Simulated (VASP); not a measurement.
# GaN (Fm-3m) in VASP: a series of runs, part 3 of 3

VASP 6.6.1. Earlier steps stand in the parts before.

### Step 5. Electric field gradients, PBEsol (volume scaled by 1.02)

INCAR

```
SYSTEM = GaN
ALGO = Normal ; EDIFF = 1E-8
ENCUT = 520 ; GGA = PS
ISIF = 2 ; ISMEAR = -1
LASPH = .TRUE. ; LCHARG = .FALSE.
LEFG = .TRUE. ; LREAL = .FALSE.
LWAVE = .FALSE. ; NBANDS = 16
NELM = 100 ; PREC = Accurate
SIGMA = 0.02
```

KPOINTS

```
k-points
0
G
  10 10 10
  0 0 0
```

POSCAR

```
GaN
1.0
    0.0000000000      2.0056957488      2.0056957488
    2.0056957488      0.0000000000      2.0056957488
    2.0056957488      2.0056957488      0.0000000000
Ga N
1 1
Direct
    0.5000000000      0.5000000000      0.5000000000
    0.0000000000      0.0000000000      0.0000000000
```

Potentials or basis: VASP PAW PBE potentials, release 64 (Ga_d, N).

Command:

```console
$ cat potpaw_PBE.64/Ga_d/POTCAR potpaw_PBE.64/N/POTCAR > POTCAR
$ mpirun -np 1 vasp_std > vasp.out
```

OUTCAR:

```text
SYSTEM = GaN
   EDIFF = 1E-8
   ENCUT = 520
   GGA = PS
   ISIF = 2
   ISMEAR = -1
   LASPH = .TRUE.
   LREAL = .FALSE.
   NELM = 100
   PREC = Accurate

 ion  position               nearest neighbor table
   1  0.500  0.500  0.500-   2 2.01   2 2.01   2 2.01   2 2.01   2 2.01   2 2.01
   2  0.000  0.000  0.000-   1 2.01   1 2.01   1 2.01   1 2.01   1 2.01   1 2.01

  LATTYP: Found a face centered cubic cell.
 ALAT       =     4.0113914976

  Lattice vectors:

 A1 = (   0.0000000000,   2.0056957488,   2.0056957488)
 A2 = (   2.0056957488,   0.0000000000,   2.0056957488)
 A3 = (   2.0056957488,   2.0056957488,   0.0000000000)

Analysis of symmetry for initial positions (statically):
=====================================================================
 Subroutine PRICEL returns:
 Original cell was already a primitive cell.

 Routine SETGRP: Setting up the symmetry group for a
 face centered cubic supercell.

[... 645 lines left out ...]
      direct lattice vectors                 reciprocal lattice vectors
     0.000000000  2.005695749  2.005695749    -0.249290053  0.249290053  0.249290053
     2.005695749  0.000000000  2.005695749     0.249290053 -0.249290053  0.249290053
     2.005695749  2.005695749  0.000000000     0.249290053  0.249290053 -0.249290053

 POSITION                                       TOTAL-FORCE (eV/Angst)
 -----------------------------------------------------------------------------------
      2.00570      2.00570      2.00570        -0.000000     -0.000000     -0.000000
      0.00000      0.00000      0.00000         0.000000      0.000000      0.000000
 -----------------------------------------------------------------------------------
    total drift:                                0.000000     -0.000000      0.000000

  FREE ENERGIE OF THE ION-ELECTRON SYSTEM (eV)
  ---------------------------------------------------
  free  energy   TOTEN  =       -11.8904113517 eV

  energy  without entropy=      -11.8904113517  energy(sigma->0) =      -11.89041135

 Electric field gradients (V/A^2)
---------------------------------------------------------------------
 ion       V_xx      V_yy      V_zz      V_xy      V_xz      V_yz
---------------------------------------------------------------------
   1       0.000    -0.000    -0.000    -0.002    -0.002    -0.002
   2      -0.000     0.000     0.000    -0.000    -0.000    -0.000
---------------------------------------------------------------------

 Electric field gradients after diagonalization (V/A^2)
 (convention: |V_zz| > |V_xx| > |V_yy|)
----------------------------------------------------------------------
 ion       V_xx      V_yy      V_zz     asymmetry (V_yy - V_xx)/ V_zz
----------------------------------------------------------------------
   1       0.002     0.002    -0.003       0.000
   2       0.000     0.000    -0.000       0.000
----------------------------------------------------------------------

           NMR quadrupolar parameters

 Cq : quadrupolar parameter    Cq=e*Q*V_zz/h
 eta: asymmetry parameters     (V_yy - V_xx)/ V_zz
 Q  : nuclear electric quadrupole moment in mb (millibarn)
----------------------------------------------------------------------
 ion       Cq(MHz)       eta       Q (mb)
----------------------------------------------------------------------
   1      -0.000       0.000       1.000
   2      -0.000       0.000       1.000
----------------------------------------------------------------------
```

OSZICAR:

```text
N       E                     dE             d eps       ncg     rms          rms(c)
DAV:   1     0.749878813992E+02    0.74988E+02   -0.88517E+03  1664   0.225E+03
DAV:   2    -0.906904146719E+01   -0.84057E+02   -0.78951E+02  1664   0.339E+02
DAV:   3    -0.137117464288E+02   -0.46427E+01   -0.46260E+01  1712   0.651E+01
DAV:   4    -0.137491863097E+02   -0.37440E-01   -0.37436E-01  1840   0.609E+00
DAV:   5    -0.137495012533E+02   -0.31494E-03   -0.31494E-03  1832   0.540E-01    0.742E+00
DAV:   6    -0.119475892727E+02    0.18019E+01   -0.35788E+00  2208   0.461E+01    0.249E+00
DAV:   7    -0.119145673940E+02    0.33022E-01   -0.27161E-01  1696   0.497E+00    0.160E+00
DAV:   8    -0.118919691149E+02    0.22598E-01   -0.22874E-02  2008   0.245E+00    0.365E-01
DAV:   9    -0.118904855984E+02    0.14835E-02   -0.53447E-03  2016   0.229E+00    0.791E-02
DAV:  10    -0.118904127036E+02    0.72895E-04   -0.31814E-04  1696   0.227E-01    0.239E-02
DAV:  11    -0.118904105621E+02    0.21416E-05   -0.38563E-05  1912   0.894E-02    0.162E-02
DAV:  12    -0.118904113426E+02   -0.78049E-06   -0.10346E-06  1712   0.107E-02    0.448E-03
DAV:  13    -0.118904113517E+02   -0.91413E-08   -0.16083E-08  1648   0.195E-03
   1 F= -.11890411E+02 E0= -.11890411E+02  d E =-.141277E-12
```

Run time: 22 s. Hardware: 1 thread of Intel Xeon 8259CL, shared host; peak memory 0.15 GiB.

What came out:

```yaml
Free_energy: -11.8904 eV
Pressure: 50.4 GPa
Band_gap_on_the_k_mesh: 1.58 eV, indirect (least direct gap 4.92 eV)
```

Levels at points of the mesh, in eV from the valence-band top:
```csv
k point,band 7,band 8,band 9,band 10,band 11,band 12
"(0.00, 0.00, 0.00)",-0.72,-0.72,-0.72,4.20,15.58,15.58
"(0.50, 0.00, 0.00)",-9.10,-0.13,-0.13,5.30,9.91,9.91
"(0.50, 0.50, 0.00)",-8.51,-3.71,-3.71,1.58,7.88,13.50
```

Caveat: without QUAD_EFG the Cq values of the log hold for a quadrupole moment of 1 mb, not for the nuclei; the PAW data sets were made with another functional, which shifts forces and pressure a little. A k mesh can miss the band edges.

### Step 6. Summary

| cell | gap on the mesh (eV) | pressure (GPa) |
| --- | --- | --- |
| a = 2.855 Å, angles 60.0°, 2 atoms | 1.45 | 42.2 |
| a = 2.808 Å, angles 60.0°, 2 atoms | 1.80 | 64.3 |
| a = 2.836 Å, angles 60.0°, 2 atoms | 1.58 | 50.4 |

Alike in all rows: task electric field gradients; level PBEsol; potentials or basis VASP PAW PBE potentials, release 64 (Ga_d, N); no spin polarisation; k mesh 10 × 10 × 10; cutoff (eV) 520; smearing fermi-dirac 0.02 eV.

Caveats: the PAW data sets were made with another functional, which shifts forces and pressure a little.

Total energies depend on the potentials used, so only differences within one code and one set of settings carry meaning.
